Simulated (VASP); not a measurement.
# Tl (Im-3m) in VASP: a series of runs

Runs on Tl. Level: PBE. Tasks: single point.

Program: VASP 6.6.1. These are calculated values, not measurements. Logs are shortened: lines on timing, memory, paths and dates and some standing lists are left out, and cuts for length are marked.

### 1 The cell of the first run

The structure is cubic, space group Im-3m (No. 229). The conventional cell has a = 3.812 Å, b = 3.812 Å, c = 3.812 Å, α = 90.00°, β = 90.00°, γ = 90.00°. Within 4.3 Å of Tl (site symmetry m-3m) lie 14 Tl at 3.30 to 3.81 Å.

This isn't the form of Tl at room conditions, which is hcp.

### 2 Single point, PBE (27.69 Å³/atom)

INCAR

```
PREC = Accurate
ENCUT = 520
EDIFF = 1E-6
ISMEAR = -1
SIGMA = 0.1
LREAL = False
LASPH = True
NELM = 80
ALGO = Normal
ISIF = 2
LWAVE = False
LCHARG = True
GGA = PE
LELF = True
LVHAR = True
NBANDS = 12
```

KPOINTS

```
Automatic mesh
0
Gamma
  18 18 18
```

POSCAR

```
Tl
1.0
   -1.9058623239      1.9058623239      1.9058623239
    1.9058623239     -1.9058623239      1.9058623239
    1.9058623239      1.9058623239     -1.9058623239
Tl
1
Direct
    0.0000000000      0.0000000000      0.0000000000
```

Potentials or basis: VASP PAW PBE potentials, release 64 (Tl_d).

Run with:

```bash
$ cat potpaw_PBE.64/Tl_d/POTCAR > POTCAR
$ mpirun -np 1 vasp_std > vasp.out
```

OUTCAR:

```text
PREC = Accurate
   ENCUT = 520
   EDIFF = 1E-6
   ISMEAR = -1
   LREAL = False
   LASPH = True
   NELM = 80
   ISIF = 2
   GGA = PE

 ion  position               nearest neighbor table
   1  0.000  0.000  0.000-

  LATTYP: Found a body centered cubic cell.
 ALAT       =     3.8117246478

  Lattice vectors:

 A1 = (  -1.9058623239,   1.9058623239,   1.9058623239)
 A2 = (   1.9058623239,  -1.9058623239,   1.9058623239)
 A3 = (   1.9058623239,   1.9058623239,  -1.9058623239)

Analysis of symmetry for initial positions (statically):
=====================================================================
 Subroutine PRICEL returns:
 Original cell was already a primitive cell.

 Routine SETGRP: Setting up the symmetry group for a
 body centered cubic supercell.

 Subroutine GETGRP returns: Found 48 space group operations
 (whereof 48 operations were pure point group operations)
 out of a pool of 48 trial point group operations.

The static configuration has the point symmetry O_h .

Analysis of symmetry for dynamics (positions and initial velocities):
=====================================================================
 Subroutine PRICEL returns:
 Original cell was already a primitive cell.

 Routine SETGRP: Setting up the symmetry group for a
 body centered cubic supercell.

 Subroutine GETGRP returns: Found 48 space group operations
 (whereof 48 operations were pure point group operations)
 out of a pool of 48 trial point group operations.

The dynamic configuration has the point symmetry O_h .

 Subroutine INISYM returns: Found 48 space group operations
 (whereof 48 operations are pure point group operations),
 and found     1 'primitive' translations

----------------------------------------------------------------------------------------

                                     Primitive cell

  volume of cell :      27.6907

  direct lattice vectors                    reciprocal lattice vectors
    -1.905862324  1.905862324  1.905862324     0.000000000  0.262348436  0.262348436
     1.905862324 -1.905862324  1.905862324     0.262348436  0.000000000  0.262348436
     1.905862324  1.905862324 -1.905862324     0.262348436  0.262348436  0.000000000

  length of vectors
     3.301050377  3.301050377  3.301050377     0.371016716  0.371016716  0.371016716

  position of ions in fractional coordinates (direct lattice)
     0.000000000  0.000000000  0.000000000

  ion indices of the primitive-cell ions
   primitive index   ion index
                 1           1

----------------------------------------------------------------------------------------

 KPOINTS: Automatic mesh

Automatic generation of k-mesh.
 Grid dimensions read from file:
 generate k-points for:   18   18   18

 Generating k-lattice:

  Cartesian coordinates                     Fractional coordinates (reciprocal lattice)
     0.000000000  0.014574913  0.014574913     0.055555556  0.000000000  0.000000000
     0.014574913  0.000000000  0.014574913     0.000000000  0.055555556  0.000000000
     0.014574913  0.014574913  0.000000000     0.000000000  0.000000000  0.055555556

  Length of vectors
     0.020612040  0.020612040  0.020612040

  Shift w.r.t. Gamma in fractional coordinates (k-lattice)
     0.000000000  0.000000000  0.000000000

 Subroutine IBZKPT returns following result:
 ===========================================

 Found    195 irreducible k-points:

 Following reciprocal coordinates:
            Coordinates               Weight
  0.000000  0.000000  0.000000      1.000000
  0.055556  0.000000  0.000000     12.000000
  0.111111  0.000000  0.000000     12.000000
  0.166667  0.000000  0.000000     12.000000
  0.222222  0.000000  0.000000     12.000000
  0.277778  0.000000  0.000000     12.000000
[... 16 lines left out ...]
  0.333333  0.111111 -0.000000     48.000000
  0.388889  0.111111 -0.000000     48.000000
 [... further k-points ...]
   k-points           NKPTS =    195   k-points in BZ     NKDIM =    195   number of bands    NBANDS=     12
   number of dos      NEDOS =    301   number of ions     NIONS =      1
   total plane-waves  NPLWV =  21952
   dimension x,y,z NGX =    28 NGY =   28 NGZ =   28
   dimension x,y,z NGXF=    56 NGYF=   56 NGZF=   56
   ions per type =               1
   NGX,Y,Z   is equivalent  to a cutoff of  14.10, 14.10, 14.10 a.u.
   NGXF,Y,Z  is equivalent  to a cutoff of  28.20, 28.20, 28.20 a.u.
 SYSTEM =  unknown system
   PREC   = accura    normal or accurate (medium, high low for compatibility)
   ISTART =      0    job   : 0-new  1-cont  2-samecut
   ICHARG =      2    charge: 1-file 2-atom 10-const
   ISPIN  =      1    spin polarized calculation?
   LNONCOLLINEAR =      F non collinear calculations
   LSORBIT =      F    spin-orbit coupling
   LASPH  =      T    aspherical Exc in radial PAW
   ENCUT  =  520.0 eV  38.22 Ry    6.18 a.u.   6.14  6.14  6.14*2*pi/ulx,y,z
   NELM   =     80;   NELMIN=  2; NELMDL= -5     # of ELM steps
   EDIFF  = 0.1E-05   stopping-criterion for ELM
   LREAL  =      F    real-space projection
   EDIFFG = 0.1E-04   stopping-criterion for IOM
   NSW    =      0    number of steps for IOM
   IBRION =     -1    ionic relax: 0-MD 1-quasi-New 2-CG
   NFREE  =      0    steps in history (QN), initial steepest desc. (CG)
   ISIF   =      2    stress and relaxation
   ISYM   =      2    0-nonsym 1-usesym 2-fastsym
   POTIM  = 0.5000    time-step for ionic-motion
   TEBEG  =    0.0;   TEEND  =   0.0 temperature during run
   PSTRESS=    0.0 pullay stress
   NELECT =      13.0000    total number of electrons
   NUPDOWN=      -1.0000    fix difference up-down
   EMIN   =  10.00;   EMAX   =-10.00  energy-range for DOS
   EFERMI =   0.00;   METHOD = LEGACY
   ISMEAR =    -1;   SIGMA  =   0.10  broadening in eV -4-tet -1-fermi 0-gaus
   EFERMI_NEDOS =   21; number of points for ismear=-14 and -15
   IALGO  =     38    algorithm
   IMIX   =      4    mixing-type and parameters
     AMIX     =   0.40;   BMIX     =  1.00
     AMIX_MAG =   1.60;   BMIX_MAG =  1.00
  volume/ion in A,a.u.               =      27.69       186.87
  Fermi-wavevector in a.u.,A,eV,Ry     =   1.272363  2.404418 22.026581  1.618908
  Thomas-Fermi vector in A             =   2.405246
   LORBIT       =      0    0 simple, 1 ext, 2 COOP (PROOUT), +10 PAW based schemes
   GGA     = PE    functional components
   LHFCALC =     F    Hartree Fock is set to
   AEXX    =    0.0000 exact exchange contribution
   IVDW    =     0    specifies the selected vdW correction
   LEPSILON=     F    determine dielectric tensor
   LRPA    =     F    only Hartree local field effects (RPA)
 non-spin polarized calculation
  energy-cutoff  :      520.00
  volume of cell :       27.69
 maximum number of plane-waves:       767
 NGX is ok and might be reduce to    28
   NGX = 13   NGY = 13   NGZ = 13

 number of electron      12.9999998 magnetization

 Free energy of the ion-electron system (eV)
  ---------------------------------------------------
  ext. energy  EPLUGINS =         0.00000000
  ---------------------------------------------------
  free energy    TOTEN  =        -2.18193311 eV

  energy without entropy =       -2.16865308  energy(sigma->0) =       -2.17529310

 E-fermi :   6.9441     XC(G=0): -10.3552

 val. band max:        6.9220737372   @ k =  -0.3889   0.4444   0.2222
 cond. band min:       6.9835378990   @ k =   0.2778   0.2222   0.2222
 fundamental gap:      0.0614641618
 Fermi energy:         6.9441159771

 k-point     1 :       0.0000    0.0000    0.0000
  band No.  band energies     occupation
      1      -4.8084      2.00000
      2      -4.8084      2.00000
      3      -4.8084      2.00000
      4      -4.3431      2.00000
      5      -4.3431      2.00000
      6      -3.3452      2.00000
      7      18.1203      0.00000
      8      18.1203      0.00000
      9      18.1203      0.00000
     10      19.3404      0.00000
     11      19.3404      0.00000
     12      19.3404      0.00000

 k-point     2 :       0.0556    0.0000    0.0000
  band No.  band energies     occupation
      1      -4.8146      2.00000
      2      -4.8040      2.00000
      3      -4.7870      2.00000
      4      -4.3499      2.00000
      5      -4.3431      2.00000
      6      -3.2731      2.00000
      7      17.2878      0.00000
      8      17.8344      0.00000
      9      17.9397      0.00000
     10      19.0696      0.00000
     11      19.2939      0.00000
     12      19.3165      0.00000

 k-point     3 :       0.1111    0.0000    0.0000
  band No.  band energies     occupation
      1      -4.8323      2.00000
      2      -4.7957      2.00000
      3      -4.7249      2.00000
      4      -4.3685      2.00000
      5      -4.3432      2.00000
      6      -3.0528      2.00000
      7      15.5006      0.00000
      8      17.1317      0.00000
      9      17.4090      0.00000
     10      18.6725      0.00000
     11      19.1730      0.00000
     12      19.4421      0.00000
[... 286 lines left out ...]
 k-point    23 :       0.3333    0.1111   -0.0000
  band No.  band energies     occupation
      1      -4.9679      2.00000
      2      -4.8887      2.00000
      3      -4.3997      2.00000
      4      -4.3593      2.00000
      5      -4.1744      2.00000
      6       0.5270      2.00000
      7       6.3935      1.99191
      8      11.7706      0.00000
      9      14.0424      0.00000
     10      18.2901      0.00000
     11      20.2041      0.00000
     12      21.6063      0.00000

 k-point    24 :       0.3889    0.1111   -0.0000
  band No.  band energies     occupation
      1      -4.9850      2.00000
      2      -4.9144      2.00000
      3      -4.3851      2.00000
      4      -4.3618      2.00000
      5      -4.1104      2.00000
      6       1.4888      2.00000
      7       5.0443      2.00000
      8      11.4839      0.00000
      9      13.8180      0.00000
     10      18.2086      0.00000
     11      20.1158      0.00000
     12      22.3456      0.00000

 [... further k-points ...]

------------------------ aborting loop because EDIFF is reached ----------------------------------------

  FORCE on cell =-STRESS in cart. coord.  units (eV):
  Direction    XX          YY          ZZ          XY          YZ          ZX
  --------------------------------------------------------------------------------------
  -------------------------------------------------------------------------------------
  Total        0.7938465      0.7938465      0.7938465      0.0000000     -0.0000000     -0.0000000
  in kB       45.9317005     45.9317005     45.9317005      0.0000000     -0.0000000     -0.0000000
  external PRESSURE =      45.9317005 kB  Pullay stress =       0.0000000 kB

 VOLUME and BASIS-vectors are now :
 -----------------------------------------------------------------------------
  energy-cutoff  :      520.00
  volume of cell :       27.69
      direct lattice vectors                 reciprocal lattice vectors
    -1.905862324  1.905862324  1.905862324     0.000000000  0.262348436  0.262348436
     1.905862324 -1.905862324  1.905862324     0.262348436  0.000000000  0.262348436
     1.905862324  1.905862324 -1.905862324     0.262348436  0.262348436  0.000000000

 POSITION                                       TOTAL-FORCE (eV/Angst)
 -----------------------------------------------------------------------------------
      0.00000      0.00000      0.00000         0.000000     -0.000000     -0.000000
 -----------------------------------------------------------------------------------
    total drift:                               -0.000000     -0.000000     -0.000000

  FREE ENERGIE OF THE ION-ELECTRON SYSTEM (eV)
  ---------------------------------------------------
  free  energy   TOTEN  =        -2.1819331119 eV

  energy  without entropy=       -2.1686530820  energy(sigma->0) =       -2.17529310
```

Wall time 28 s (1 thread of Intel Xeon 6975P-C (Granite Rapids), shared host); peak memory 0.19 GiB.

What came out:

* Free energy: -2.1819 eV
* Pressure: 4.6 GPa
* Band gap on the k mesh: zero (an odd number of electrons rules out a gap without spin polarisation)

Levels at points of the mesh, in eV from the Fermi level:
| k point | band 3 | band 4 | band 5 | band 6 | band 7 | band 8 | band 9 | band 10 |
| --- | --- | --- | --- | --- | --- | --- | --- | --- |
| (0.00, 0.00, 0.00) | -11.75 | -11.29 | -11.29 | -10.29 | 11.18 | 11.18 | 11.18 | 12.40 |
| (0.50, 0.00, 0.00) | -11.32 | -11.28 | -10.98 | -5.01 | -2.89 | 5.96 | 7.26 | 10.37 |
| (0.50, 0.50, 0.50) | -11.05 | -11.05 | -11.05 | -1.41 | 1.41 | 1.41 | 1.41 | 6.62 |

Caveat: the cell stands under pressure; spin-orbit coupling is left out, which moves the levels of the heavy elements.

### 3 Single point, PBE (28.95 Å³/atom)

This run uses another cell than the first one, of 28.95 Å³/atom.

INCAR

```
SYSTEM = Tl
PREC = Accurate ; ENCUT = 520
EDIFF = 1E-6 ; ISMEAR = -1
SIGMA = 0.1 ; LREAL = .False.
LASPH = .True. ; NELM = 80
ALGO = Normal ; ISIF = 2
LWAVE = .False. ; LCHARG = .False.
GGA = PE ; NBANDS = 12
```

KPOINTS

```
Automatic mesh
0
Gamma
  18 18 18
  0 0 0
```

POSCAR

```
Tl
1.0
   -1.9343122246      1.9343122246      1.9343122246
    1.9343122246     -1.9343122246      1.9343122246
    1.9343122246      1.9343122246     -1.9343122246
Tl
1
Direct
    0.0000000000      0.0000000000      0.0000000000
```

Potentials or basis: VASP PAW PBE potentials, release 64 (Tl_d).

Run with:

```bash
$ cat potpaw_PBE.64/Tl_d/POTCAR > POTCAR
$ mpirun -np 1 vasp_std > vasp.out
```

It took 24 s on 1 thread of Intel Xeon 6975P-C (Granite Rapids), shared host; peak memory 0.19 GiB.

It converged, with:

| Property | Result |
| --- | --- |
| Free energy | -2.2106 eV |
| Pressure | 2.6 GPa |
| Band gap on the k mesh | zero (an odd number of electrons rules out a gap without spin polarisation) |

Levels at points of the mesh, in eV from the Fermi level:
| k point | band 4 | band 5 | band 6 | band 7 | band 8 | band 9 |
| --- | --- | --- | --- | --- | --- | --- |
| (0.00, 0.00, 0.00) | -11.27 | -11.27 | -9.98 | 10.69 | 10.69 | 10.69 |
| (0.50, 0.00, 0.00) | -11.26 | -10.99 | -5.04 | -2.71 | 5.76 | 7.11 |
| (0.50, 0.50, 0.50) | -11.06 | -11.06 | -1.67 | 1.42 | 1.42 | 1.42 |

Caveat: spin-orbit coupling is left out, which moves the levels of the heavy elements.

### 4 Single point, PBE (30.21 Å³/atom)

This run uses another cell than the first one, of 30.21 Å³/atom.

INCAR

```
  PREC = Accurate
  ENCUT = 520
  EDIFF = 1E-6
  ISMEAR = -1
  SIGMA = 0.1
  LREAL = False
  LASPH = True
  NELM = 100
  ALGO = Normal
  ISIF = 2
  LWAVE = False
  LCHARG = True
  GGA = PE
  LELF = True
  LVHAR = True
  NBANDS = 12
```

KPOINTS

```
Automatic mesh
0
Gamma
  18 18 18
```

POSCAR

```
Tl
1.0
   -1.9619489903      1.9619489903      1.9619489903
    1.9619489903     -1.9619489903      1.9619489903
    1.9619489903      1.9619489903     -1.9619489903
Tl
1
Direct
    0.0000000000      0.0000000000      0.0000000000
```

Run with:

```bash
$ cat potpaw_PBE.64/Tl_d/POTCAR > POTCAR
$ mpirun -np 1 vasp_std > vasp.out
```

Wall time 28 s (1 thread of Intel Xeon 6975P-C (Granite Rapids), shared host); peak memory 0.2 GiB.

Results (log left out):

```
Free energy            : -2.2255 eV
Pressure               : 1.1 GPa
Band gap on the k mesh : zero (an odd number of electrons rules out a gap without spin polarisation)
```

Levels at points of the mesh, in eV from the Fermi level:
| k point | band 4 | band 5 | band 6 | band 7 | band 8 | band 9 |
| --- | --- | --- | --- | --- | --- | --- |
| (0.00, 0.00, 0.00) | -11.25 | -11.25 | -9.71 | 10.24 | 10.24 | 10.24 |
| (0.50, 0.00, 0.00) | -11.25 | -11.00 | -5.07 | -2.54 | 5.58 | 6.96 |
| (0.50, 0.50, 0.50) | -11.06 | -11.06 | -1.91 | 1.42 | 1.42 | 1.42 |

Caveat: spin-orbit coupling is left out, which moves the levels of the heavy elements.

### 5 Summary

```tsv
cell	gap on the mesh (eV)	pressure (GPa)
a = 3.301 Å, angles 109.5°, 1 atom	none	4.6
a = 3.350 Å, angles 109.5°, 1 atom	none	2.6
a = 3.398 Å, angles 109.5°, 1 atom	none	1.1
```

Alike in all rows: task single point; level PBE; potentials or basis VASP PAW PBE potentials, release 64 (Tl_d); no spin polarisation; k mesh 18 × 18 × 18; cutoff (eV) 520; smearing fermi-dirac 0.1 eV.

Caveats: spin-orbit coupling is left out, which moves the levels of the heavy elements; the cell stands under pressure (at least some runs).

Total energies depend on the potentials used, so only differences within one code and one set of settings carry meaning.

The gap in the log of VASP goes by the Fermi energy; the results here count the filled bands.